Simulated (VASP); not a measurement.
## TiSi5N6: single point with PBE

TiSi5N6:

```xyz
12
Lattice="3.2963 0.0000 0.0000 0.0000 3.2963 0.0000 0.0000 0.0000 13.9849" Properties=species:S:1:pos:R:3 pbc="T T T"
Ti    1.6481    1.6481    6.9924
Si    0.0000    0.0000    9.3232
Si    1.6481    1.6481   11.6541
Si    0.0000    0.0000    0.0000
Si    1.6481    1.6481    2.3308
Si    0.0000    0.0000    4.6616
N     0.0000    0.0000   11.6541
N     1.6481    1.6481    0.0000
N     0.0000    0.0000    2.3308
N     1.6481    1.6481    4.6616
N     0.0000    0.0000    6.9924
N     1.6481    1.6481    9.3232
```

```yaml
Program: VASP 6.6.1
Task: single point
Functional: PBE
Potentials_or_basis: VASP PAW PBE potentials, release 64 (Ti_sv, Si, N)
Cutoff: 600 eV
k_mesh: 6 × 6 × 2
Occupations: gaussian, width 0.1 eV
Spin: collinear spin
Starting_moments: "[1.0, 0.0, 0.0, 0.0, 0.0, 0.0, 0.0, 0.0, 0.0, 0.0, 0.0, 0.0] μB"
```

```
Pressure                                              : -30.6 GPa
Largest force                                         : 0.315 eV/Å
Net moment                                            : 0.53 μB per cell
Site moments                                          : Ti +0.38; Si +0.01, +0.00 (each value once); N +0.02, -0.00, +0.01, -0.03 (each value once) μB
Valence electrons inside the program's atomic spheres : Ti 9.97; Si 1.38, 1.37 (each value once); N 3.49, 3.51, 3.55 (each value once)
```

Forces on the atoms (eV/Å):
```
Ti   0.000  0.000  0.000
Si   0.000  0.000  0.049
Si   0.000  0.000 -0.110
Si   0.000  0.000  0.000
Si   0.000  0.000  0.110
Si   0.000  0.000 -0.049
N    0.000  0.000  0.137
N    0.000  0.000  0.000
N    0.000  0.000 -0.137
N    0.000  0.000  0.315
N    0.000  0.000  0.000
N    0.000  0.000 -0.315
```

Stress tensor (GPa, compression positive):
```
-30.82   0.00   0.00
  0.00 -30.82   0.00
  0.00   0.00 -30.18
```

Levels at points of the mesh, in eV from the Fermi level:
Spin up:
| k point | band 30 | band 31 | band 32 | band 33 | band 34 | band 35 |
| --- | --- | --- | --- | --- | --- | --- |
| (0.00, 0.00, 0.00) | -1.81 | -1.77 | -1.34 | -0.85 | 0.01 | 0.59 |
| (0.50, 0.00, 0.00) | 0.73 | 0.90 | 1.08 | 1.15 | 1.23 | 1.27 |
| (0.50, 0.50, 0.00) | -2.60 | -0.92 | -0.89 | -0.36 | -0.35 | -0.35 |
| (0.00, 0.00, 0.50) | -1.84 | -1.34 | -1.06 | -1.02 | -0.24 | 0.60 |
| (0.50, 0.00, 0.50) | 0.73 | 0.78 | 0.86 | 1.08 | 1.35 | 1.39 |
| (0.50, 0.50, 0.50) | -2.72 | -1.99 | -0.89 | -0.33 | -0.33 | 0.24 |
Spin down:
```
           k point  band 29  band 30  band 31  band 32  band 33  band 34
(0.00, 0.00, 0.00)    -1.84    -1.84    -1.75    -1.13    -0.80     0.01
(0.50, 0.00, 0.00)     0.83     0.96     1.10     1.26     1.30     1.30
(0.50, 0.50, 0.00)    -3.36    -2.56    -0.89    -0.88    -0.35     0.14
(0.00, 0.00, 0.50)    -1.87    -1.87    -1.13    -1.07    -0.99    -0.21
(0.50, 0.00, 0.50)     0.80     0.88     0.89     1.29     1.30     1.36
(0.50, 0.50, 0.50)    -2.72    -2.69    -1.98    -0.85     0.16     0.16
```

It took 18 min on 1 thread of Intel Xeon 8259CL (shared host), peak memory 0.51 GiB.

Caveat: the cell stands under tension.
